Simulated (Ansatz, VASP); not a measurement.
## Ge: VASP beside Ansatz

The input POSCAR:

```
Ge
1.0
    0.0000000000      2.7711609388      2.7711609388
    2.7711609388      0.0000000000      2.7711609388
    2.7711609388      2.7711609388      0.0000000000
Ge
2
Direct
    0.7500000000      0.7500000000      0.7500000000
    0.5000000000      0.5000000000      0.5000000000
```

Contents of INCAR.step1:

```
PREC = Accurate
ENCUT = 520
EDIFF = 1E-5
ISMEAR = -1
SIGMA = 0.05
LREAL = False
LASPH = True
NELM = 100
ALGO = Normal
ISIF = 2
LWAVE = True
LCHARG = False
GGA = PE
NBANDS = 21
```

Contents of INCAR.step2:

```
PREC = Accurate
ENCUT = 520
EDIFF = 1E-6
ISMEAR = -1
SIGMA = 0.05
LREAL = False
LASPH = True
NELM = 100
ALGO = Normal
ISIF = 2
LWAVE = False
LCHARG = False
GGA = B5
LHFCALC = True
AEXX = 0.2
AGGAX = 0.72
AGGAC = 0.81
ALDAC = 0.19
PRECFOCK = Normal
ISTART = 1
NBANDS = 21
```

File KPOINTS:

```
regular mesh
0
Gamma
  4 4 4
```

The input input.yaml:

```yaml
crystal:
  lattice:
    - [0.0, 2.7711609388, 2.7711609388]
    - [2.7711609388, 0.0, 2.7711609388]
    - [2.7711609388, 2.7711609388, 0.0]
  atoms:
    - { symbol: Ge, position: [0.75, 0.75, 0.75] }
    - { symbol: Ge, position: [0.5, 0.5, 0.5] }
hamiltonian:
  xc: b3lyp5
  pseudopotentials: { kind: paw }
kpoints:
  mp_grid: { grid: [4, 4, 4] }
scf:
  occupations: { method: fermi_dirac, width: 0.05 }
output:
  forces: true
  stress: true
  eigenvalues: true
```

Alike in both runs: task single point; functional B3LYP5; k mesh 4 × 4 × 4; occupations fermi-dirac, width 0.05 eV; no spin polarisation.

```csv
,VASP,Ansatz
version,VASP 6.6.1,Ansatz 0.2.0
potentials or method,"VASP PAW PBE potentials, release 64 (Ge_d)",Ansatz PAW
plane-wave cutoff (eV),520,420
valence electrons in the cell,28,28
```

```csv
,VASP,Ansatz,Ansatz less VASP
gap on the k mesh at the Fermi level (eV),1.52,1.45,-0.065
least direct gap on the mesh (eV),1.77,1.69,-0.083
pressure (GPa),10.4,10.2,-0.15
```

VASP's potentials were made for PBE, not for B3LYP5.

The k mesh is coarse, so the values compare programs but aren't converged.
